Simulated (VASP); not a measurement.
# Ge (Fd-3m) in VASP: further runs, part 2 of 2

VASP 6.6.1. The steps go on from the part before.

## 4. Vibrations by perturbation theory, LDA

This run uses another cell than the first one, of 22.23 Å³/atom.

INCAR reads:

```
  PREC = Accurate
  ENCUT = 520
  EDIFF = 1E-8
  ISMEAR = -1
  SIGMA = 0.15
  LREAL = False
  LASPH = True
  NELM = 80
  ALGO = Normal
  ISIF = 2
  LWAVE = False
  LCHARG = False
  NBANDS = 21
  IBRION = 8
  NSW = 1
```

KPOINTS reads:

```
regular mesh
0
Gamma
  14 14 14
```

POSCAR reads:

```
Ge
1.0
    0.0000000000      2.8118106236      2.8118106236
    2.8118106236      0.0000000000      2.8118106236
    2.8118106236      2.8118106236      0.0000000000
Ge
2
Direct
    0.5000000000      0.5000000000      0.5000000000
    0.7500000000      0.7500000000      0.7500000000
```

Potentials or basis: VASP PAW LDA potentials, release 64 (Ge_d).

Launch:

```bash
> cat potpaw_LDA.64/Ge_d/POTCAR > POTCAR
> mpirun -np 1 vasp_std > vasp.out
```

OUTCAR:

```text
PREC = Accurate
   ENCUT = 520
   EDIFF = 1E-8
   ISMEAR = -1
   LREAL = False
   LASPH = True
   NELM = 80
   ISIF = 2
   IBRION = 8
   NSW = 1

 ion  position               nearest neighbor table
   1  0.500  0.500  0.500-   2 2.44   2 2.44   2 2.44   2 2.44
   2  0.750  0.750  0.750-   1 2.44   1 2.44   1 2.44   1 2.44

  LATTYP: Found a face centered cubic cell.
 ALAT       =     5.6236212472

  Lattice vectors:

[... 827 lines left out ...]
               1X          1Y          1Z          2X          2Y          2Z
  1X   -11.181433    0.000000    0.000000   11.181433    0.000000    0.000000
  1Y     0.000000  -11.181433    0.000000    0.000000   11.181433    0.000000
  1Z     0.000000    0.000000  -11.181433    0.000000    0.000000   11.181433
  2X    11.181433    0.000000    0.000000  -11.181433    0.000000    0.000000
  2Y     0.000000   11.181433    0.000000    0.000000  -11.181433    0.000000
  2Z     0.000000    0.000000   11.181433    0.000000    0.000000  -11.181433

 Eigenvectors and eigenvalues of the dynamical matrix
 ----------------------------------------------------

   1 f  =    8.675934 THz    54.512500 2PiTHz  289.398000 cm-1    35.880763 meV
             X         Y         Z           dx          dy          dz
      2.811811  2.811811  2.811811     0.000000   -0.707107    0.000000
      4.217716  4.217716  4.217716     0.000000    0.707107    0.000000
[... 21 lines left out ...]
   6 f  =    0.000000 THz     0.000000 2PiTHz    0.000000 cm-1     0.000000 meV
             X         Y         Z           dx          dy          dz
      2.811811  2.811811  2.811811     0.000000    0.000000    0.707107
      4.217716  4.217716  4.217716     0.000000    0.000000    0.707107

--------------------------------------------------------------------------------------------------------

 ELASTIC MODULI CONTR FROM IONIC RELAXATION (kBar)
 Direction    XX          YY          ZZ          XY          YZ          ZX
 --------------------------------------------------------------------------------
 XX          -0.0000     -0.0000     -0.0000     -0.0000      0.0000     -0.0000
 YY          -0.0000     -0.0000     -0.0000     -0.0000     -0.0000      0.0000
 ZZ          -0.0000     -0.0000     -0.0000      0.0000     -0.0000     -0.0000
 XY          -0.0000     -0.0000      0.0000   -229.7264      0.0000      0.0000
 YZ           0.0000     -0.0000     -0.0000      0.0000   -229.7264      0.0000
 ZX          -0.0000      0.0000     -0.0000      0.0000      0.0000   -229.7264
 --------------------------------------------------------------------------------
```

OSZICAR:

```text
N       E                     dE             d eps       ncg     rms          rms(c)
DAV:   1     0.192792141581E+03    0.19279E+03   -0.14777E+04  4876   0.363E+03
DAV:   2     0.175333295949E+02   -0.17526E+03   -0.16948E+03  4403   0.623E+02
DAV:   3    -0.963141173916E+01   -0.27165E+02   -0.26987E+02  5018   0.143E+02
DAV:   4    -0.105604408300E+02   -0.92903E+00   -0.92852E+00  4893   0.312E+01
[... 25 lines left out ...]
RMM:  10    -0.195608897494E+00   -0.99304E-07   -0.12768E-08 34340   0.117E-04    0.542E-06
RMM:  11    -0.195608921026E+00   -0.23533E-07   -0.24512E-08 35088   0.682E-05    0.216E-06
RMM:  12    -0.195608936143E+00   -0.15117E-07   -0.23327E-09 36147   0.473E-05    0.127E-06
RMM:  13    -0.195608946880E+00   -0.10737E-07    0.67733E-09 36156   0.380E-05    0.192E-07
RMM:  14    -0.195608946662E+00    0.21802E-09    0.13549E-08 32198   0.331E-05    0.127E-07
 Linear response finished
```

Run time: 5.4 min. Hardware: 1 thread of Intel Xeon 6975P-C (Granite Rapids), shared host; peak memory 0.76 GiB.

Results:

```yaml
Highest_phonon_frequency_at_Γ: 289 cm⁻¹
```

Phonon frequencies in cm⁻¹ (negative: imaginary):
```tsv
q point	frequencies
(0.000, 0.000, 0.000)	0 0 0 289 289 289
```

## 5. Vibrations by perturbation theory, LDA (22.68 Å³/atom)

This run uses another cell than the first one, of 22.68 Å³/atom.

INCAR reads:

```
SYSTEM = Ge
PREC = Accurate ; ENCUT = 520
EDIFF = 1E-8 ; ISMEAR = -1
SIGMA = 0.15 ; LREAL = .FALSE.
LASPH = .TRUE. ; NELM = 100
ALGO = Normal ; ISIF = 2
LWAVE = .FALSE. ; LCHARG = .TRUE.
GGA = CA ; IBRION = 8
NSW = 1
```

KPOINTS reads:

```
Automatic mesh
0
G
  14 14 14
  0 0 0
```

POSCAR reads:

```
Ge
1.0
    0.0000000000      2.8304324287      2.8304324287
    2.8304324287      0.0000000000      2.8304324287
    2.8304324287      2.8304324287      0.0000000000
Ge
2
Direct
    0.5000000000      0.5000000000      0.5000000000
    0.7500000000      0.7500000000      0.7500000000
```

Potentials or basis: VASP PAW LDA potentials, release 64 (Ge_d).

Launch:

```bash
> cat potpaw_LDA.64/Ge_d/POTCAR > POTCAR
> mpirun -np 1 vasp_std > vasp.out
```

OUTCAR:

```text
SYSTEM = Ge
   PREC = Accurate
   ENCUT = 520
   EDIFF = 1E-8
   ISMEAR = -1
   LREAL = .FALSE.
   LASPH = .TRUE.
   NELM = 100
   ISIF = 2
   GGA = CA
   IBRION = 8
   NSW = 1

 ion  position               nearest neighbor table
   1  0.500  0.500  0.500-   2 2.45   2 2.45   2 2.45   2 2.45
   2  0.750  0.750  0.750-   1 2.45   1 2.45   1 2.45   1 2.45

  LATTYP: Found a face centered cubic cell.
 ALAT       =     5.6608648574

  Lattice vectors:

 A1 = (   0.0000000000,   2.8304324287,   2.8304324287)
 A2 = (   2.8304324287,   0.0000000000,   2.8304324287)
 A3 = (   2.8304324287,   2.8304324287,   0.0000000000)

Analysis of symmetry for initial positions (statically):
=====================================================================
 Subroutine PRICEL returns:
 Original cell was already a primitive cell.

 Routine SETGRP: Setting up the symmetry group for a
 face centered cubic supercell.

 Subroutine GETGRP returns: Found 48 space group operations
 (whereof 24 operations were pure point group operations)
 out of a pool of 48 trial point group operations.

The static configuration has the point symmetry T_d .
 The point group associated with its full space group is O_h .

Analysis of symmetry for dynamics (positions and initial velocities):
=====================================================================
 Subroutine PRICEL returns:
 Original cell was already a primitive cell.

 Routine SETGRP: Setting up the symmetry group for a
 face centered cubic supercell.

 Subroutine GETGRP returns: Found 48 space group operations
 (whereof 24 operations were pure point group operations)
 out of a pool of 48 trial point group operations.

The dynamic configuration has the point symmetry T_d .
 The point group associated with its full space group is O_h .

 Subroutine INISYM returns: Found 48 space group operations
 (whereof 24 operations are pure point group operations),
 and found     1 'primitive' translations

----------------------------------------------------------------------------------------

                                     Primitive cell

  volume of cell :      45.3512

  direct lattice vectors                    reciprocal lattice vectors
     0.000000000  2.830432429  2.830432429    -0.176651453  0.176651453  0.176651453
     2.830432429  0.000000000  2.830432429     0.176651453 -0.176651453  0.176651453
     2.830432429  2.830432429  0.000000000     0.176651453  0.176651453 -0.176651453

  length of vectors
     4.002835928  4.002835928  4.002835928     0.305969291  0.305969291  0.305969291

  position of ions in fractional coordinates (direct lattice)
     0.500000000  0.500000000  0.500000000
     0.750000000  0.750000000  0.750000000

[... 120 lines left out ...]
  ext. energy  EPLUGINS =         0.00000000
  ---------------------------------------------------
  free energy    TOTEN  =       -10.39158963 eV

  energy without entropy =      -10.38361128  energy(sigma->0) =      -10.38760046

 E-fermi :   4.7620     XC(G=0): -10.2818

 val. band max:        4.7049820098   @ k =   0.0000   0.0000   0.0000
 cond. band min:       4.7666625700   @ k =   0.5000   0.0000   0.0000
 fundamental gap:      0.0616805603
 Fermi energy:         4.7620184132

 k-point     1 :       0.0000    0.0000    0.0000
  band No.  band energies     occupation
      1     -20.2317      2.00000
      2     -20.2317      2.00000
      3     -20.2317      2.00000
      4     -20.1951      2.00000
      5     -20.1951      2.00000
      6     -19.9854      2.00000
[... 481 lines left out ...]
      5     -20.1435      2.00000
      6     -20.0493      2.00000
[... 10 lines left out ...]
     17       9.5690      0.00000
     18       9.5845      0.00000

 [... further k-points ...]

------------------------ aborting loop because EDIFF is reached ----------------------------------------

  FORCE on cell =-STRESS in cart. coord.  units (eV):
  Direction    XX          YY          ZZ          XY          YZ          ZX
  --------------------------------------------------------------------------------------
  -------------------------------------------------------------------------------------
  Total       -0.3498418     -0.3498418     -0.3498418      0.0000000      0.0000000     -0.0000000
  in kB      -12.3593007    -12.3593007    -12.3593007      0.0000000      0.0000000     -0.0000000
  external PRESSURE =     -12.3593007 kB  Pullay stress =       0.0000000 kB

 VOLUME and BASIS-vectors are now :
 -----------------------------------------------------------------------------
  energy-cutoff  :      520.00
  volume of cell :       45.35
      direct lattice vectors                 reciprocal lattice vectors
     0.000000000  2.830432429  2.830432429    -0.176651453  0.176651453  0.176651453
     2.830432429  0.000000000  2.830432429     0.176651453 -0.176651453  0.176651453
     2.830432429  2.830432429  0.000000000     0.176651453  0.176651453 -0.176651453

 POSITION                                       TOTAL-FORCE (eV/Angst)
 -----------------------------------------------------------------------------------
      2.83043      2.83043      2.83043        -0.000000     -0.000000     -0.000000
      4.24565      4.24565      4.24565         0.000000      0.000000      0.000000
 -----------------------------------------------------------------------------------
    total drift:                                0.000000     -0.000000     -0.000000

  FREE ENERGIE OF THE ION-ELECTRON SYSTEM (eV)
  ---------------------------------------------------
  free  energy   TOTEN  =       -10.3915896342 eV

  energy  without entropy=      -10.3836112773  energy(sigma->0) =      -10.38760046

[... ionic steps 2 to 3 ...]

--------------------------------------- Ionic step        4  -------------------------------------------

 Free energy of the ion-electron system (eV)
  ---------------------------------------------------
  ---------------------------------------------------
  free energy    TOTEN  =        -0.19566700 eV

  energy without entropy =       -0.19566700

------------------------ aborting loop because EDIFF is reached ----------------------------------------

 INTERNAL STRAIN TENSOR  FOR ION    1  DIRECTION 1   (eV/Angst):
 -----------------------------------------------------------------------------
    -0.00612  0.00000  0.00000
     0.00000  0.00401  7.74764
     0.00000  7.74764  0.00401

 INTERNAL STRAIN TENSOR FOR ION    2 for displacements in x,y,z  (eV/Angst):
          X           Y           Z          XY          YZ          ZX
  --------------------------------------------------------------------------------
  x    -0.00000     0.00000     0.00000     0.00000    -7.74764     0.00000
  y    -0.00000    -0.00000    -0.00000     0.00000     0.00000    -7.74764
  z     0.00000     0.00000    -0.00000    -7.74764     0.00000     0.00000

 SECOND DERIVATIVES (NOT SYMMETRIZED)
 ------------------------------------
               1X          1Y          1Z          2X          2Y          2Z
  1X   -10.607688    0.000000    0.000000   10.607688    0.000000    0.000000
  1Y     0.000000  -10.607688    0.000000    0.000000   10.607688    0.000000
  1Z     0.000000    0.000000  -10.607688    0.000000    0.000000   10.607688
  2X    10.607688    0.000000    0.000000  -10.607688    0.000000    0.000000
  2Y     0.000000   10.607688    0.000000    0.000000  -10.607688    0.000000
  2Z     0.000000    0.000000   10.607688    0.000000    0.000000  -10.607688

 Eigenvectors and eigenvalues of the dynamical matrix
 ----------------------------------------------------

   1 f  =    8.450412 THz    53.095502 2PiTHz  281.875391 cm-1    34.948079 meV
             X         Y         Z           dx          dy          dz
      2.830432  2.830432  2.830432     0.000000   -0.707107    0.000000
      4.245649  4.245649  4.245649     0.000000    0.707107    0.000000
[... 21 lines left out ...]
   6 f  =    0.000000 THz     0.000000 2PiTHz    0.000000 cm-1     0.000000 meV
             X         Y         Z           dx          dy          dz
      2.830432  2.830432  2.830432     0.000000    0.000000    0.707107
      4.245649  4.245649  4.245649     0.000000    0.000000    0.707107

--------------------------------------------------------------------------------------------------------

 ELASTIC MODULI CONTR FROM IONIC RELAXATION (kBar)
 Direction    XX          YY          ZZ          XY          YZ          ZX
 --------------------------------------------------------------------------------
 XX          -0.0000     -0.0000      0.0000      0.0000     -0.0000     -0.0000
 YY          -0.0000     -0.0000     -0.0000      0.0000      0.0000     -0.0000
 ZZ           0.0000     -0.0000     -0.0000     -0.0000      0.0000     -0.0000
 XY           0.0000      0.0000     -0.0000   -199.9126      0.0000      0.0000
 YZ          -0.0000      0.0000      0.0000      0.0000   -199.9126      0.0000
 ZX          -0.0000     -0.0000     -0.0000      0.0000      0.0000   -199.9126
 --------------------------------------------------------------------------------
```

stdout:

```text
POSCAR found type information on POSCAR Ge
 POSCAR found :  1 types and       2 ions
 scaLAPACK will be used
 LDA part: xc-table for (Slater(with rela. corr.)+CA(PZ))
 , standard interpolation
 POSCAR, INCAR and KPOINTS ok, starting setup
 FFT: planning ... GRIDC
 FFT: planning ... GRID_SOFT
 FFT: planning ... GRID
 WAVECAR not read
 entering main loop
 Linear response reoptimize wavefunctions to high precision
 Linear response DOF=           1
 Linear response progress:
 first order change of Fermi-energy   0.72259E-04
 force on displaced ion       1 direction 1 : -10.608  -0.000  -0.000
 Linear response finished
```

Run time: 10 min. Hardware: 1 thread of Oxide Virtual Turin-like, shared host; peak memory 0.66 GiB.

What came out:

```
Highest phonon frequency at Γ : 282 cm⁻¹
```

Phonon frequencies in cm⁻¹ (negative: imaginary):
```tsv
q point	frequencies
(0.000, 0.000, 0.000)	0 0 0 282 282 282
```

Caveat: the cell stands under pressure or tension, which shifts response properties.
